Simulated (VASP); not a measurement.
# Hf (P6_3/mmc) in VASP: a series of runs

Runs on Hf. Level: PBE. Tasks: single point.

Program: VASP 6.6.1. These are calculated values, not measurements. Logs are shortened: lines on timing, memory, paths and dates and some standing lists are left out, and cuts for length are marked.

## Step 1: The cell of the first run

Symmetry: P6_3/mmc, No. 194, hexagonal system. The conventional cell has a = 3.200 Å, b = 3.200 Å, c = 5.062 Å, α = 90.00°, β = 90.00°, γ = 120.00°. Within 4.1 Å of Hf (site symmetry -6m2) lie 12 Hf at 3.13 to 3.20 Å.

## Step 2: Single point, PBE

INCAR reads:

```
SYSTEM = Hf
PREC     = Accurate       ! precision mode
ENCUT    = 520            ! plane-wave cutoff, eV
EDIFF    = 1E-6           ! SCF threshold, eV
ISMEAR   = 0              ! smearing method
SIGMA    = 0.1            ! smearing width, eV
LREAL    = .False.        ! projectors in reciprocal space
LASPH    = .True.         ! aspherical terms in the spheres
NELM     = 80             ! most SCF steps
ALGO     = Normal         ! electronic algorithm
ISIF     = 2              ! what is computed and relaxed
LWAVE    = .False.        ! write WAVECAR
LCHARG   = .False.        ! write CHGCAR
GGA      = PE             ! functional
NBANDS   = 17             ! bands
```

KPOINTS reads:

```
regular mesh
0
Gamma
  6 6 4
  0 0 0
```

POSCAR reads:

```
Hf
1.0
    3.2000007099      0.0000000000      0.0000000000
   -1.6000003549      2.7712819069      0.0000000000
    0.0000000000      0.0000000000      5.0624011231
Hf
2
Direct
    0.3333333333      0.6666666667      0.7500000000
    0.6666666667      0.3333333333      0.2500000000
```

Potentials or basis: VASP PAW PBE potentials, release 64 (Hf_pv).

The run is started by

```sh
$ cat potpaw_PBE.64/Hf_pv/POTCAR > POTCAR
$ mpirun -np 1 vasp_std > vasp.out
```

OUTCAR:

```text
SYSTEM = Hf
   PREC = Accurate
   ENCUT = 520
   EDIFF = 1E-6
   ISMEAR = 0
   LREAL = .False.
   LASPH = .True.
   NELM = 80
   ISIF = 2
   GGA = PE

 ion  position               nearest neighbor table
   1  0.333  0.667  0.750-   2 3.13   2 3.13   2 3.13   2 3.13   2 3.13   2 3.13
   2  0.667  0.333  0.250-   1 3.13   1 3.13   1 3.13   1 3.13   1 3.13   1 3.13

  LATTYP: Found a hexagonal cell.
 ALAT       =     3.2000007099
 C/A-ratio  =     1.5820000000

  Lattice vectors:

 A1 = (   3.2000007099,   0.0000000000,   0.0000000000)
 A2 = (  -1.6000003549,   2.7712819069,   0.0000000000)
 A3 = (   0.0000000000,   0.0000000000,   5.0624011231)

Analysis of symmetry for initial positions (statically):
=====================================================================
 Subroutine PRICEL returns:
 Original cell was already a primitive cell.

 Routine SETGRP: Setting up the symmetry group for a
 hexagonal supercell.

 Subroutine GETGRP returns: Found 24 space group operations
 (whereof 12 operations were pure point group operations)
 out of a pool of 24 trial point group operations.

The static configuration has the point symmetry D_3d.
 The point group associated with its full space group is D_6h.

Analysis of symmetry for dynamics (positions and initial velocities):
=====================================================================
 Subroutine PRICEL returns:
 Original cell was already a primitive cell.

 Routine SETGRP: Setting up the symmetry group for a
 hexagonal supercell.

 Subroutine GETGRP returns: Found 24 space group operations
 (whereof 12 operations were pure point group operations)
 out of a pool of 24 trial point group operations.

The dynamic configuration has the point symmetry D_3d.
 The point group associated with its full space group is D_6h.

 Subroutine INISYM returns: Found 24 space group operations
 (whereof 12 operations are pure point group operations),
 and found     1 'primitive' translations

----------------------------------------------------------------------------------------

                                     Primitive cell

  volume of cell :      44.8939

  direct lattice vectors                    reciprocal lattice vectors
     3.200000710  0.000000000  0.000000000     0.312499931  0.180421919  0.000000000
    -1.600000355  2.771281907  0.000000000     0.000000000  0.360843838  0.000000000
     0.000000000  0.000000000  5.062401123     0.000000000  0.000000000  0.197534722

  length of vectors
     3.200000710  3.200000710  5.062401123     0.360843838  0.360843838  0.197534722

  position of ions in fractional coordinates (direct lattice)
     0.333333333  0.666666667  0.750000000
     0.666666667  0.333333333  0.250000000

  ion indices of the primitive-cell ions
   primitive index   ion index
                 1           1
                 2           2

----------------------------------------------------------------------------------------

 KPOINTS: regular mesh

Automatic generation of k-mesh.
 Grid dimensions read from file:
 generate k-points for:    6    6    4

 Generating k-lattice:

  Cartesian coordinates                     Fractional coordinates (reciprocal lattice)
     0.052083322  0.030070320  0.000000000     0.166666667  0.000000000  0.000000000
     0.000000000  0.060140640  0.000000000     0.000000000  0.166666667  0.000000000
     0.000000000  0.000000000  0.049383681     0.000000000  0.000000000  0.250000000

  Length of vectors
     0.060140640  0.060140640  0.049383681

  Shift w.r.t. Gamma in fractional coordinates (k-lattice)
     0.000000000  0.000000000  0.000000000

 Subroutine IBZKPT returns following result:
 ===========================================

 Found     21 irreducible k-points:

 Following reciprocal coordinates:
            Coordinates               Weight
  0.000000  0.000000  0.000000      1.000000
  0.166667 -0.000000  0.000000      6.000000
  0.333333  0.000000  0.000000      6.000000
  0.500000 -0.000000  0.000000      3.000000
  0.166667  0.166667  0.000000      6.000000
  0.333333  0.166667  0.000000     12.000000
[... 13 lines left out ...]
  0.333333  0.166667  0.500000     12.000000
  0.333333  0.333333  0.500000      2.000000
   k-points           NKPTS =     21   k-points in BZ     NKDIM =     21   number of bands    NBANDS=     17
   number of dos      NEDOS =    301   number of ions     NIONS =      2
   total plane-waves  NPLWV =  23040
   dimension x,y,z NGX =    24 NGY =   24 NGZ =   40
   dimension x,y,z NGXF=    48 NGYF=   48 NGZF=   80
   ions per type =               2
   NGX,Y,Z   is equivalent  to a cutoff of  12.47, 12.47, 13.14 a.u.
   NGXF,Y,Z  is equivalent  to a cutoff of  24.94, 24.94, 26.27 a.u.
 SYSTEM =  Hf
   PREC   = accura    normal or accurate (medium, high low for compatibility)
   ISTART =      0    job   : 0-new  1-cont  2-samecut
   ICHARG =      2    charge: 1-file 2-atom 10-const
   ISPIN  =      1    spin polarized calculation?
   LNONCOLLINEAR =      F non collinear calculations
   LSORBIT =      F    spin-orbit coupling
   LASPH  =      T    aspherical Exc in radial PAW
   ENCUT  =  520.0 eV  38.22 Ry    6.18 a.u.   5.95  5.95  9.41*2*pi/ulx,y,z
   NELM   =     80;   NELMIN=  2; NELMDL= -5     # of ELM steps
   EDIFF  = 0.1E-05   stopping-criterion for ELM
   LREAL  =      F    real-space projection
   EDIFFG = 0.1E-04   stopping-criterion for IOM
   NSW    =      0    number of steps for IOM
   IBRION =     -1    ionic relax: 0-MD 1-quasi-New 2-CG
   NFREE  =      0    steps in history (QN), initial steepest desc. (CG)
   ISIF   =      2    stress and relaxation
   ISYM   =      2    0-nonsym 1-usesym 2-fastsym
   POTIM  = 0.5000    time-step for ionic-motion
   TEBEG  =    0.0;   TEEND  =   0.0 temperature during run
   PSTRESS=    0.0 pullay stress
   NELECT =      20.0000    total number of electrons
   NUPDOWN=      -1.0000    fix difference up-down
   EMIN   =  10.00;   EMAX   =-10.00  energy-range for DOS
   EFERMI =   0.00;   METHOD = LEGACY
   ISMEAR =     0;   SIGMA  =   0.10  broadening in eV -4-tet -1-fermi 0-gaus
   EFERMI_NEDOS =   21; number of points for ismear=-14 and -15
   IALGO  =     38    algorithm
   IMIX   =      4    mixing-type and parameters
     AMIX     =   0.40;   BMIX     =  1.00
     AMIX_MAG =   1.60;   BMIX_MAG =  1.00
  volume/ion in A,a.u.               =      22.45       151.48
  Fermi-wavevector in a.u.,A,eV,Ry     =   1.250323  2.362769 21.270107  1.563309
  Thomas-Fermi vector in A             =   2.384323
   LORBIT       =      0    0 simple, 1 ext, 2 COOP (PROOUT), +10 PAW based schemes
   GGA     = PE    functional components
   LHFCALC =     F    Hartree Fock is set to
   AEXX    =    0.0000 exact exchange contribution
   IVDW    =     0    specifies the selected vdW correction
   LEPSILON=     F    determine dielectric tensor
   LRPA    =     F    only Hartree local field effects (RPA)
 non-spin polarized calculation
 Gauss-broadening in eV      SIGMA  =   0.10
  energy-cutoff  :      520.00
  volume of cell :       44.89
 maximum number of plane-waves:      1236
 NGX is ok and might be reduce to    24
   NGX = 11   NGY = 11   NGZ = 19

 number of electron      20.0000005 magnetization

 Free energy of the ion-electron system (eV)
  ---------------------------------------------------
  ext. energy  EPLUGINS =         0.00000000
  ---------------------------------------------------
  free energy    TOTEN  =       -19.82785614 eV

  energy without entropy =      -19.80992557  energy(sigma->0) =      -19.81889086

 E-fermi :   4.9472     XC(G=0): -11.2682

 val. band max:        4.9449936068   @ k =   0.3333   0.3333   0.2500
 cond. band min:       4.9628901079   @ k =   0.3333   0.1667   0.5000
 fundamental gap:      0.0178965011
 Fermi energy:         4.9471685916

 k-point     1 :       0.0000    0.0000    0.0000
  band No.  band energies     occupation
      1     -26.1765      2.00000
      2     -25.4522      2.00000
      3     -25.4522      2.00000
      4     -25.3258      2.00000
      5     -25.3258      2.00000
      6     -25.3193      2.00000
[... 9 lines left out ...]
     16       7.5281      0.00000
     17      10.2129      0.00000

 k-point     2 :       0.1667   -0.0000    0.0000
  band No.  band energies     occupation
      1     -26.1080      2.00000
      2     -25.5930      2.00000
      3     -25.4984      2.00000
      4     -25.4716      2.00000
      5     -25.3521      2.00000
      6     -25.3457      2.00000
[... 9 lines left out ...]
     16       7.6197      0.00000
     17      10.6990      0.00000

 k-point     3 :       0.3333    0.0000    0.0000
  band No.  band energies     occupation
      1     -25.9402      2.00000
      2     -25.8744      2.00000
      3     -25.7425      2.00000
      4     -25.5844      2.00000
      5     -25.4479      2.00000
      6     -25.3904      2.00000
[... 9 lines left out ...]
     16       9.5227      0.00000
     17      11.2018      0.00000

 k-point     4 :       0.5000   -0.0000    0.0000
  band No.  band energies     occupation
      1     -26.0140      2.00000
      2     -25.8695      2.00000
      3     -25.8146      2.00000
      4     -25.6253      2.00000
      5     -25.5371      2.00000
      6     -25.4141      2.00000
[... 9 lines left out ...]
     16      11.3380      0.00000
     17      11.8164      0.00000

 k-point     5 :       0.1667    0.1667    0.0000
  band No.  band energies     occupation
      1     -25.9883      2.00000
      2     -25.7408      2.00000
      3     -25.7269      2.00000
      4     -25.5377      2.00000
      5     -25.4206      2.00000
      6     -25.4178      2.00000
[... 9 lines left out ...]
     16       9.3235      0.00000
     17      10.8489      0.00000

 k-point     6 :       0.3333    0.1667    0.0000
  band No.  band energies     occupation
      1     -25.9416      2.00000
      2     -25.8234      2.00000
      3     -25.8169      2.00000
      4     -25.6704      2.00000
      5     -25.5348      2.00000
      6     -25.4966      2.00000
[... 9 lines left out ...]
     16      10.9074      0.00000
     17      11.5485      0.00000

 k-point     7 :       0.3333    0.3333    0.0000
  band No.  band energies     occupation
      1     -25.9109      2.00000
      2     -25.7793      2.00000
      3     -25.7793      2.00000
      4     -25.6667      2.00000
      5     -25.6667      2.00000
      6     -25.6366      2.00000
[... 9 lines left out ...]
     16      10.5664      0.00000
     17      10.5690      0.00000

 k-point     8 :       0.0000    0.0000    0.2500
  band No.  band energies     occupation
      1     -26.0584      2.00000
      2     -25.4529      2.00000
      3     -25.4339      2.00000
      4     -25.4339      2.00000
      5     -25.3445      2.00000
      6     -25.3445      2.00000
[... 9 lines left out ...]
     16       8.3217      0.00000
     17      10.3275      0.00000
[... 143 lines left out ...]
      1     -25.8016      2.00000
      2     -25.8016      2.00000
      3     -25.4704      2.00000
      4     -25.4704      2.00000
      5     -25.4225      2.00000
      6     -25.4225      2.00000
[... 9 lines left out ...]
     16       9.5406      0.00000
     17       9.7588      0.00000

 k-point    17 :       0.3333    0.0000    0.5000
  band No.  band energies     occupation
      1     -25.9714      2.00000
      2     -25.9714      2.00000
      3     -25.5296      2.00000
      4     -25.5296      2.00000
      5     -25.4883      2.00000
      6     -25.4883      2.00000
[... 9 lines left out ...]
     16      10.0124      0.00000
     17      10.1247      0.00000

 k-point    18 :       0.5000   -0.0000    0.5000
  band No.  band energies     occupation
      1     -26.0818      2.00000
      2     -26.0818      2.00000
      3     -25.5292      2.00000
      4     -25.5292      2.00000
      5     -25.5208      2.00000
      6     -25.5208      2.00000
[... 9 lines left out ...]
     16      10.9692      0.00000
     17      11.0429      0.00000

 k-point    19 :       0.1667    0.1667    0.5000
  band No.  band energies     occupation
      1     -25.9020      2.00000
      2     -25.9020      2.00000
      3     -25.5519      2.00000
      4     -25.5519      2.00000
      5     -25.4642      2.00000
      6     -25.4642      2.00000
[... 9 lines left out ...]
     16       9.5558      0.00000
     17      10.4320      0.00000

 k-point    20 :       0.3333    0.1667    0.5000
  band No.  band energies     occupation
      1     -26.0209      2.00000
      2     -26.0209      2.00000
      3     -25.6451      2.00000
      4     -25.6451      2.00000
      5     -25.4703      2.00000
      6     -25.4703      2.00000
[... 9 lines left out ...]
     16      10.4384      0.00000
     17      11.7030      0.00000

 k-point    21 :       0.3333    0.3333    0.5000
  band No.  band energies     occupation
      1     -25.9802      2.00000
      2     -25.9802      2.00000
      3     -25.7757      2.00000
      4     -25.7757      2.00000
      5     -25.4562      2.00000
      6     -25.4562      2.00000
[... 9 lines left out ...]
     16       9.9379      0.00000
     17      13.4395      0.00000

------------------------ aborting loop because EDIFF is reached ----------------------------------------

  FORCE on cell =-STRESS in cart. coord.  units (eV):
  Direction    XX          YY          ZZ          XY          YZ          ZX
  --------------------------------------------------------------------------------------
  -------------------------------------------------------------------------------------
  Total       -0.0131151     -0.0131151      0.2113844     -0.0000000      0.0000000      0.0000000
  in kB       -0.4680538     -0.4680538      7.5439057     -0.0000000      0.0000000      0.0000000
  external PRESSURE =       2.2025994 kB  Pullay stress =       0.0000000 kB

 VOLUME and BASIS-vectors are now :
 -----------------------------------------------------------------------------
  energy-cutoff  :      520.00
  volume of cell :       44.89
      direct lattice vectors                 reciprocal lattice vectors
     3.200000710  0.000000000  0.000000000     0.312499931  0.180421919  0.000000000
    -1.600000355  2.771281907  0.000000000     0.000000000  0.360843838  0.000000000
     0.000000000  0.000000000  5.062401123     0.000000000  0.000000000  0.197534722

 POSITION                                       TOTAL-FORCE (eV/Angst)
 -----------------------------------------------------------------------------------
     -0.00000      1.84752      3.79680         0.000000     -0.000000      0.000000
      1.60000      0.92376      1.26560        -0.000000      0.000000      0.000000
 -----------------------------------------------------------------------------------
    total drift:                               -0.000000      0.000000     -0.000000

  FREE ENERGIE OF THE ION-ELECTRON SYSTEM (eV)
  ---------------------------------------------------
  free  energy   TOTEN  =       -19.8278561390 eV

  energy  without entropy=      -19.8099255747  energy(sigma->0) =      -19.81889086
```

It took 7.1 s on 1 thread of Intel Xeon Platinum 8488C (Sapphire Rapids), shared host; peak memory 0.16 GiB.

What came out:

- Free energy: -19.8279 eV
- Pressure: 0.2 GPa
- Band gap on the k mesh: zero (band 10 reaches 6.07 eV, above the bottom of band 11 at 4.69 eV)

Caveat: the k points lie up to 0.38 Å⁻¹ apart; spin-orbit coupling is left out, which moves the levels of the heavy elements.

## Step 3: Single point, PBE

This run uses another cell than the first one, of 22.54 Å³/atom, 1.004 times its volume.

INCAR reads:

```
SYSTEM = Hf
ALGO = Normal
EDIFF = 1E-7
ENCUT = 520
GGA = PE
ISIF = 2
ISMEAR = 0
LASPH = .TRUE.
LCHARG = .TRUE.
LELF = .TRUE.
LREAL = .FALSE.
LVHAR = .TRUE.
LWAVE = .FALSE.
NBANDS = 17
NELM = 100
PREC = Accurate
SIGMA = 0.1
```

KPOINTS reads:

```
k-points
0
G
  15 15 8
  0 0 0
```

POSCAR reads:

```
Hf
1.0
    3.2047644779      0.0000000000      0.0000000000
   -1.6023822389      2.7754074511      0.0000000000
    0.0000000000      0.0000000000      5.0675773734
Hf
2
Direct
    0.3333333333      0.6666666667      0.7500000000
    0.6666666667      0.3333333333      0.2500000000
```

Potentials or basis: VASP PAW PBE potentials, release 64 (Hf_pv).

The run is started by

```sh
$ cat potpaw_PBE.64/Hf_pv/POTCAR > POTCAR
$ mpirun -np 1 vasp_std > vasp.out
```

Run time: 35 s. Hardware: 1 thread of Intel Xeon Platinum 8488C (Sapphire Rapids), shared host; peak memory 0.22 GiB.

The run converged. Its results:

| Item | Value |
| --- | --- |
| Free energy | -19.8538 eV |
| Pressure | -0.4 GPa |
| Band gap on the k mesh | zero (band 10 reaches 6.05 eV, above the bottom of band 11 at 4.44 eV) |

Stress tensor (GPa, compression positive):
```
-0.40  0.00  0.00
 0.00 -0.40  0.00
 0.00  0.00 -0.52
```

Levels at points of the mesh, in eV from the Fermi level:
| k point | band 8 | band 9 | band 10 | band 11 | band 12 | band 13 |
| --- | --- | --- | --- | --- | --- | --- |
| (0.00, 0.00, 0.00) | -3.69 | 0.61 | 1.17 | 1.17 | 1.45 | 1.98 |
| (0.00, 0.00, 0.50) | -5.40 | 0.14 | 0.14 | 1.06 | 1.06 | 1.06 |

Caveat: spin-orbit coupling is left out, which moves the levels of the heavy elements.

## Step 4: Single point, PBE

This run uses another cell than the first one, of 22.54 Å³/atom, 1.004 times its volume.

INCAR reads:

```
PREC = Accurate ; ENCUT = 520
EDIFF = 1E-6 ; ISMEAR = 0
SIGMA = 0.1 ; LREAL = F
LASPH = T ; NELM = 100
ALGO = Fast ; ISIF = 2
LWAVE = F ; LCHARG = F
GGA = PE ; ISYM = 0
NBANDS = 17
```

KPOINTS reads:

```
Automatic mesh
0
Gamma
  11 6 14
```

POSCAR reads:

```
Hf
1.0
    3.2047644779      0.0000000000      0.0000000000
   -1.6023822390      5.7778219906      0.0000000000
    1.6023822390      1.3331816958      2.4342376805
Hf
2
Direct
    0.5833333333      0.2500000000      0.0833333333
    0.4166666667      0.7500000000      0.9166666667
```

The run is started by

```sh
$ cat potpaw_PBE.64/Hf_pv/POTCAR > POTCAR
$ mpirun -np 1 vasp_std > vasp.out
```

Wall time 3.4 min (1 thread of Intel Xeon Platinum 8488C (Sapphire Rapids), shared host); peak memory 0.4 GiB.

The run converged. Its results:

* Free energy: -19.8538 eV
* Pressure: -0.4 GPa
* Band gap on the k mesh: zero (band 10 reaches 6.04 eV, above the bottom of band 11 at 4.41 eV)

Forces in eV/Å, atoms in the order of the input:
```
Hf  -0.001  0.003  0.000
Hf   0.001 -0.003  0.000
```

Stress tensor (GPa, compression positive):
```
-0.46  0.06 -0.01
 0.06 -0.45  0.03
-0.01  0.03 -0.32
```

Levels at points of the mesh, in eV from the Fermi level:
| k point | band 6 | band 7 | band 8 | band 9 | band 10 | band 11 | band 12 | band 13 | band 14 | band 15 |
| --- | --- | --- | --- | --- | --- | --- | --- | --- | --- | --- |
| (0.00, 0.00, 0.00) | -30.24 | -7.37 | -3.70 | 0.61 | 1.17 | 1.17 | 1.45 | 1.98 | 1.98 | 2.61 |
| (0.00, 0.50, 0.00) | -30.31 | -5.40 | -5.40 | 0.14 | 0.14 | 1.06 | 1.06 | 1.06 | 1.06 | 4.75 |
| (0.00, 0.00, 0.50) | -30.44 | -3.39 | -3.39 | -0.98 | -0.98 | 1.14 | 1.14 | 2.62 | 2.62 | 6.04 |
| (0.00, 0.50, 0.50) | -30.33 | -3.35 | -2.73 | -2.22 | -0.83 | 0.78 | 0.85 | 1.66 | 5.83 | 6.33 |

Caveat: spin-orbit coupling is left out, which moves the levels of the heavy elements.

## Step 5: Summary

| cell | k mesh | gap on the mesh (eV) | pressure (GPa) |
| --- | --- | --- | --- |
| a = 3.200, b = 3.200, c = 5.062 Å, angles 90.0, 90.0, 120.0°, 2 atoms | 6 × 6 × 4 | none | 0.2 |
| a = 3.205, b = 3.205, c = 5.068 Å, angles 90.0, 90.0, 120.0°, 2 atoms | 15 × 15 × 8 | none | -0.4 |
| a = 3.205, b = 5.996 Å, angles 74.5, 60.0, 105.5°, 2 atoms | 11 × 6 × 14 | none | -0.4 |

Alike in all rows: task single point; level PBE; potentials or basis VASP PAW PBE potentials, release 64 (Hf_pv); no spin polarisation; cutoff (eV) 520; smearing gaussian 0.1 eV.

Caveats: some runs use coarse meshes; spin-orbit coupling is left out, which moves the levels of the heavy elements.

Total energies depend on the potentials used, so only differences within one code and one set of settings carry meaning.
